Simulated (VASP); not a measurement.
# La (P6_3/mmc) in VASP: single point with r2SCAN

Aim: the single point of La with r2SCAN.

Everything below comes from runs of VASP 6.6.1. Logs are shortened: lines on timing, memory, paths and dates and some standing lists are left out, and cuts for length are marked.

### 1 The cell of the first run

The structure is hexagonal, space group P6_3/mmc (No. 194). Conventional cell: a = 3.796 Å, b = 3.796 Å, c = 12.041 Å, α = 90.00°, β = 90.00°, γ = 120.00°. La (site symmetry -3m) has 12 La at 3.72 to 3.80 Å within 4.9 Å. La (site symmetry -6m2) has 12 La at 3.72 to 3.80 Å within 4.9 Å.

### 2 Single point, r2SCAN

POSCAR reads:

```
La
1.0
    3.7963115000      0.0000000000      0.0000000000
   -1.8981557500      3.2877022000      0.0000000000
    0.0000000000      0.0000000000     12.0412575300
La
4
Direct
    0.0000000000      0.0000000000      0.0000000000
    0.0000000000      0.0000000000      0.5000000000
    0.3333333300      0.6666666700      0.2500000000
    0.6666666700      0.3333333300      0.7500000000
```

INCAR.step1 reads:

```
SYSTEM = La
PREC = Accurate ; ENCUT = 520
ISMEAR = 0 ; SIGMA = 0.1
LREAL = .False. ; LASPH = .True.
NELM = 60 ; NBANDS = 30
GGA = PE ; ALGO = Normal
EDIFF = 1E-4 ; LWAVE = .True.
LCHARG = .False.
```

INCAR.step2 reads:

```
SYSTEM = La
PREC = Accurate ; ENCUT = 520
EDIFF = 1E-6 ; ISMEAR = 0
SIGMA = 0.1 ; LREAL = .False.
LASPH = .True. ; NELM = 60
ALGO = Normal ; ISIF = 2
LWAVE = .False. ; LCHARG = .False.
METAGGA = R2SCAN ; LMIXTAU = .True.
NBANDS = 30 ; ISTART = 1
```

KPOINTS reads:

```
Automatic mesh
0
Gamma
  6 6 2
  0 0 0
```

Potentials or basis: VASP PAW PBE potentials, release 64 (La).

On the command line:

```
$ cat potpaw_PBE.64/La/POTCAR > POTCAR
$ cp INCAR.step1 INCAR
$ mpirun -np 1 vasp_std > vasp.out
$ cp INCAR.step2 INCAR
$ mpirun -np 1 vasp_std > vasp.out
```

OUTCAR:

```text
SYSTEM = La
   PREC = Accurate
   ENCUT = 520
   EDIFF = 1E-6
   ISMEAR = 0
   LREAL = .False.
   LASPH = .True.
   NELM = 60
   ISIF = 2
   METAGGA = R2SCAN
   ISTART = 1

 ion  position               nearest neighbor table
   1  0.000  0.000  0.000-
   2  0.000  0.000  0.500-
   3  0.333  0.667  0.250-
   4  0.667  0.333  0.750-

  LATTYP: Found a hexagonal cell.
 ALAT       =     3.7963115000
 C/A-ratio  =     3.1718307441

  Lattice vectors:

 A1 = (   3.7963115000,   0.0000000000,   0.0000000000)
 A2 = (  -1.8981557500,   3.2877022000,   0.0000000000)
 A3 = (   0.0000000000,   0.0000000000,  12.0412575300)

Analysis of symmetry for initial positions (statically):
=====================================================================
 Subroutine PRICEL returns:
 Original cell was already a primitive cell.

 Routine SETGRP: Setting up the symmetry group for a
 hexagonal supercell.

 Subroutine GETGRP returns: Found 24 space group operations
 (whereof 12 operations were pure point group operations)
 out of a pool of 24 trial point group operations.

The static configuration has the point symmetry D_3d.
 The point group associated with its full space group is D_6h.

Analysis of symmetry for dynamics (positions and initial velocities):
=====================================================================
 Subroutine PRICEL returns:
 Original cell was already a primitive cell.

 Routine SETGRP: Setting up the symmetry group for a
 hexagonal supercell.

 Subroutine GETGRP returns: Found 24 space group operations
 (whereof 12 operations were pure point group operations)
 out of a pool of 24 trial point group operations.

The dynamic configuration has the point symmetry D_3d.
 The point group associated with its full space group is D_6h.

 Subroutine INISYM returns: Found 24 space group operations
 (whereof 12 operations are pure point group operations),
 and found     1 'primitive' translations

----------------------------------------------------------------------------------------

                                     Primitive cell

  volume of cell :     150.2886

[... 74 lines left out ...]
   ICHARG =      0    charge: 1-file 2-atom 10-const
   ISPIN  =      1    spin polarized calculation?
   LNONCOLLINEAR =      F non collinear calculations
   LSORBIT =      F    spin-orbit coupling
   LASPH  =      T    aspherical Exc in radial PAW
   ENCUT  =  520.0 eV  38.22 Ry    6.18 a.u.   7.06  7.06 22.39*2*pi/ulx,y,z
   NELM   =     60;   NELMIN=  2; NELMDL=  0     # of ELM steps
   EDIFF  = 0.1E-05   stopping-criterion for ELM
   LREAL  =      F    real-space projection
   EDIFFG = 0.1E-04   stopping-criterion for IOM
   NSW    =      0    number of steps for IOM
   IBRION =     -1    ionic relax: 0-MD 1-quasi-New 2-CG
   NFREE  =      0    steps in history (QN), initial steepest desc. (CG)
   ISIF   =      2    stress and relaxation
   ISYM   =      2    0-nonsym 1-usesym 2-fastsym
   POTIM  = 0.5000    time-step for ionic-motion
   TEBEG  =    0.0;   TEEND  =   0.0 temperature during run
   PSTRESS=    0.0 pullay stress
   NELECT =      44.0000    total number of electrons
   NUPDOWN=      -1.0000    fix difference up-down
   EMIN   =  10.00;   EMAX   =-10.00  energy-range for DOS
   EFERMI =   0.00;   METHOD = LEGACY
   ISMEAR =     0;   SIGMA  =   0.10  broadening in eV -4-tet -1-fermi 0-gaus
   EFERMI_NEDOS =   21; number of points for ismear=-14 and -15
   IALGO  =     38    algorithm
   IMIX   =      4    mixing-type and parameters
     AMIX     =   0.40;   BMIX     =  1.00
     AMIX_MAG =   1.60;   BMIX_MAG =  1.00
  volume/ion in A,a.u.               =      37.57       253.55
  Fermi-wavevector in a.u.,A,eV,Ry     =   1.087052  2.054230 16.077762  1.181682
  Thomas-Fermi vector in A             =   2.223203
   LORBIT       =      0    0 simple, 1 ext, 2 COOP (PROOUT), +10 PAW based schemes
   METAGGA = R2SCAN    functional components
   LHFCALC =     F    Hartree Fock is set to
   AEXX    =    0.0000 exact exchange contribution
   IVDW    =     0    specifies the selected vdW correction
   LEPSILON=     F    determine dielectric tensor
   LRPA    =     F    only Hartree local field effects (RPA)
 non-spin polarized calculation
 Gauss-broadening in eV      SIGMA  =   0.10
  energy-cutoff  :      520.00
  volume of cell :      150.29
 maximum number of plane-waves:      4071
   NGX = 15   NGY = 15   NGZ = 45

 number of electron      43.9999997 magnetization

 Free energy of the ion-electron system (eV)
  ---------------------------------------------------
  ext. energy  EPLUGINS =         0.00000000
  ---------------------------------------------------
  free energy    TOTEN  =      -119.01480442 eV

  energy without entropy =     -118.99012996  energy(sigma->0) =     -119.00246719

 E-fermi :   7.8846     XC(G=0): -10.1634

 val. band max:        7.8089539361   @ k =   0.3333   0.1667   0.0000
 cond. band min:       7.9322713859   @ k =   0.1667   0.1667   0.0000
 fundamental gap:      0.1233174497
 Fermi energy:         7.8846098417

 k-point     1 :       0.0000    0.0000    0.0000
  band No.  band energies     occupation
      1     -26.2328      2.00000
      2     -26.1219      2.00000
      3     -26.1214      2.00000
      4     -26.0065      2.00000
      5     -10.2012      2.00000
      6      -9.5150      2.00000
[... 451 lines left out ...]
     29       9.7005      0.00000
     30       9.7031      0.00000

------------------------ aborting loop because EDIFF is reached ----------------------------------------

  FORCE on cell =-STRESS in cart. coord.  units (eV):
  Direction    XX          YY          ZZ          XY          YZ          ZX
  --------------------------------------------------------------------------------------
  -------------------------------------------------------------------------------------
  Total       -0.1029576     -0.1029576      0.1949868      0.0000000      0.0000000      0.0000000
  in kB       -1.0975966     -1.0975966      2.0786893      0.0000000      0.0000000      0.0000000
  external PRESSURE =      -0.0388347 kB  Pullay stress =       0.0000000 kB

 VOLUME and BASIS-vectors are now :
 -----------------------------------------------------------------------------
  energy-cutoff  :      520.00
  volume of cell :      150.29
      direct lattice vectors                 reciprocal lattice vectors
     3.796311500  0.000000000  0.000000000     0.263413579  0.152081901  0.000000000
    -1.898155750  3.287702200  0.000000000     0.000000000  0.304163802  0.000000000
     0.000000000  0.000000000 12.041257530     0.000000000  0.000000000  0.083047804

 POSITION                                       TOTAL-FORCE (eV/Angst)
 -----------------------------------------------------------------------------------
      0.00000      0.00000      0.00000        -0.000000     -0.000000      0.000000
      0.00000      0.00000      6.02063        -0.000000     -0.000000      0.000000
     -0.00000      2.19180      3.01031        -0.000000      0.000000     -0.000000
      1.89816      1.09590      9.03094         0.000000     -0.000000     -0.000000
 -----------------------------------------------------------------------------------
    total drift:                                0.000000      0.000000      0.000000

  FREE ENERGIE OF THE ION-ELECTRON SYSTEM (eV)
  ---------------------------------------------------
  free  energy   TOTEN  =      -119.0148044210 eV

  energy  without entropy=     -118.9901299597  energy(sigma->0) =     -119.00246719
```

OUTCAR.step1:

```text
SYSTEM = La
   PREC = Accurate
   ENCUT = 520
   ISMEAR = 0
   LREAL = .False.
   LASPH = .True.
   NELM = 60
[... 679 lines left out ...]
      0.00000      0.00000      6.02063         0.000000      0.000000      0.000000
     -0.00000      2.19180      3.01031        -0.000000     -0.000000     -0.000000
      1.89816      1.09590      9.03094         0.000000      0.000000     -0.000000
 -----------------------------------------------------------------------------------
    total drift:                               -0.000000      0.000000      0.000000

  FREE ENERGIE OF THE ION-ELECTRON SYSTEM (eV)
  ---------------------------------------------------
  free  energy   TOTEN  =       -19.5826984099 eV

  energy  without entropy=      -19.5533940829  energy(sigma->0) =      -19.56804625
```

OSZICAR.step1:

```text
N       E                     dE             d eps       ncg     rms          rms(c)
DAV:   1     0.571758291251E+03    0.57176E+03   -0.14753E+04   840   0.199E+03
DAV:   2     0.114354906447E+03   -0.45740E+03   -0.44758E+03  1208   0.392E+02
DAV:   3    -0.326111313516E+01   -0.11762E+03   -0.11549E+03  1424   0.238E+02
DAV:   4    -0.172505049499E+02   -0.13989E+02   -0.13600E+02  1568   0.828E+01
DAV:   5    -0.192552761373E+02   -0.20048E+01   -0.19448E+01  1664   0.328E+01    0.500E+00
DAV:   6    -0.195257094717E+02   -0.27043E+00   -0.28856E+00  1664   0.134E+01    0.246E+00
DAV:   7    -0.195708230741E+02   -0.45114E-01   -0.45943E-01  1680   0.615E+00    0.682E-01
DAV:   8    -0.195800088728E+02   -0.91858E-02   -0.65424E-02  1656   0.223E+00    0.229E-01
DAV:   9    -0.195820830807E+02   -0.20742E-02   -0.10464E-02  1424   0.944E-01    0.125E-01
DAV:  10    -0.195827094103E+02   -0.62633E-03   -0.28759E-03  1432   0.510E-01    0.344E-02
DAV:  11    -0.195826984099E+02    0.11000E-04   -0.34798E-04  1080   0.219E-01
   1 F= -.19582698E+02 E0= -.19568046E+02  d E =-.293043E-01
```

Run time: 9.3 min. Hardware: 1 thread of AMD EPYC 7R13 (Zen 3), shared host; peak memory 0.27 GiB.

What came out:

| Quantity | Value |
| --- | --- |
| Free energy | -119.0148 eV |
| Pressure | 0.0 GPa |
| Band gap on the k mesh | zero (band 22 reaches 8.82 eV, above the bottom of band 23 at 7.67 eV) |

Levels at points of the mesh, in eV from the Fermi level:
| k point | band 18 | band 19 | band 20 | band 21 | band 22 | band 23 | band 24 | band 25 | band 26 | band 27 |
| --- | --- | --- | --- | --- | --- | --- | --- | --- | --- | --- |
| (0.00, 0.00, 0.00) | -1.96 | -1.95 | -1.84 | 0.51 | 0.69 | 1.32 | 1.32 | 1.40 | 1.40 | 1.49 |
| (0.50, 0.00, 0.00) | -1.91 | -1.62 | -1.10 | -0.65 | -0.29 | -0.22 | 0.52 | 0.97 | 1.23 | 1.70 |
| (0.00, 0.00, 0.50) | -2.88 | -1.75 | -1.75 | 0.93 | 0.93 | 1.32 | 1.32 | 1.40 | 1.40 | 1.40 |
| (0.50, 0.00, 0.50) | -1.73 | -1.43 | -1.43 | -1.11 | -1.11 | 0.78 | 0.78 | 1.35 | 1.35 | 1.51 |

Caveat: the PAW data sets were made with another functional, which shifts forces and pressure a little; spin-orbit coupling is left out, which moves the levels of the heavy elements.
